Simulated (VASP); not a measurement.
TiC, 2 atoms in the cell. The structure is cubic, space group Fm-3m (No. 225). The conventional cell has a = 4.294 Å, b = 4.294 Å, c = 4.294 Å, α = 90.00°, β = 90.00°, γ = 90.00°. Within 2.8 Å of Ti (site symmetry m-3m) lie 6 C at 2.15 Å. C (site symmetry m-3m) has 6 Ti at 2.15 Å within 2.8 Å. 

* Program: VASP 6.6.1
* Task: single point
* Functional: PBEsol
* Potentials or basis: VASP PAW PBE potentials, release 64 (Ti_sv, C)
* Cutoff: 520 eV
* k mesh: 11 × 11 × 11
* Occupations: fermi-dirac, width 0.05 eV
* Spin: no spin polarisation
* Dipole correction: no
* Further INCAR settings: ALGO = Normal; EDIFF = 1e-06; NBANDS = 15

Potentials or basis: VASP PAW PBE potentials, release 64 (Ti_sv, C).

The run is started by

```console
$ cat potpaw_PBE.64/Ti_sv/POTCAR potpaw_PBE.64/C/POTCAR > POTCAR
$ mpirun -np 1 vasp_std > vasp.out
```

Hardware: 1 thread of AMD EPYC 7R43 64-Core Processor (Zen 3) (shared host).

Problem. How long does it take, and how much memory?

Solution. Run time: 22 s on 1 thread of AMD EPYC 7R43 64-Core Processor (Zen 3), with other jobs on the host, peak memory 0.11 GiB. Counts: scf iterations 14, k points 56.
